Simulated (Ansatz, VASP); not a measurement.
# Rh: VASP beside Ansatz

```xyz
1
Lattice="-1.3435 1.3435 1.8999 1.3435 -1.3435 1.8999 1.3435 1.3435 -1.8999" Properties=species:S:1:pos:R:3 pbc="T T T"
Rh    0.0000    0.0000    1.8999
```

Alike in both runs: functional r2SCAN; k mesh 28 × 28 × 28; occupations gaussian, width 0.1 eV; no spin polarisation.

Ansatz relaxed the structure, and its values are those at the end. VASP's run is a single point on that final structure, the one shown.

|  | VASP | Ansatz |
| --- | --- | --- |
| version | VASP 6.6.1 | Ansatz 0.2.0 |
| potentials or method | VASP PAW PBE potentials, release 64 (Rh_sv_GW), cutoff 580 eV | scalar-relativistic, plane waves, PAW |
| valence electrons in the cell | 17 | 17 |

|  | VASP | Ansatz | Ansatz less VASP |
| --- | --- | --- | --- |
| gap on the k mesh at the Fermi level (eV) | none | none | - |
| pressure (GPa) | -1.6 | 0.0 | +1.60 |

VASP's potentials were made for PBE, not for r2SCAN. A gap of «none» marks a metal or a gap that the smearing closes.
